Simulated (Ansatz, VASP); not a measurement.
TiO2 in VASP and in Ansatz

```
CELL_PARAMETERS angstrom
4.62442 0.00000 0.00000
0.00000 4.62442 0.00000
0.00000 0.00000 2.97860
ATOMIC_POSITIONS crystal
Ti 0.00000 0.00000 0.00000
Ti 0.50000 0.50000 0.50000
O 0.30600 0.30600 0.00000
O 0.19400 0.80600 0.50000
O 0.69400 0.69400 0.00000
O 0.80600 0.19400 0.50000
```

Change from the starting cell: volume scaled by 1.02.

Alike in both runs: task single point; functional PBE; k mesh 7 × 7 × 10; occupations fermi-dirac, width 0.05 eV; no spin polarisation.

|  | VASP | Ansatz |
| --- | --- | --- |
| version | VASP 6.6.1 | Ansatz 0.2.0 |
| potentials or method | VASP PAW PBE potentials, release 64 (Ti_sv, O), cutoff 520 eV | all-electron LAPW, scalar-relativistic |

VASP gave:

| Quantity | Value |
| --- | --- |
| gap on the k mesh at the Fermi level (eV) | 1.86 |
| pressure (GPa) | 1.3 |
| traceless stress, the component that is largest in VASP (GPa) | -1.19 |
| rms of the force components (eV/Å) | 0.073 |

**Question.** What did Ansatz give for the same quantities?

**Answer.** gap on the k mesh at the Fermi level (eV): 1.88; pressure (GPa): 0.7; traceless stress, the component that is largest in VASP (GPa): -1.44; rms of the force components (eV/Å): 0.060.

Atom by atom the forces differ by 0.013 eV/Å (rms over components). Ansatz ran all-electron here, and VASP with PAW potentials.
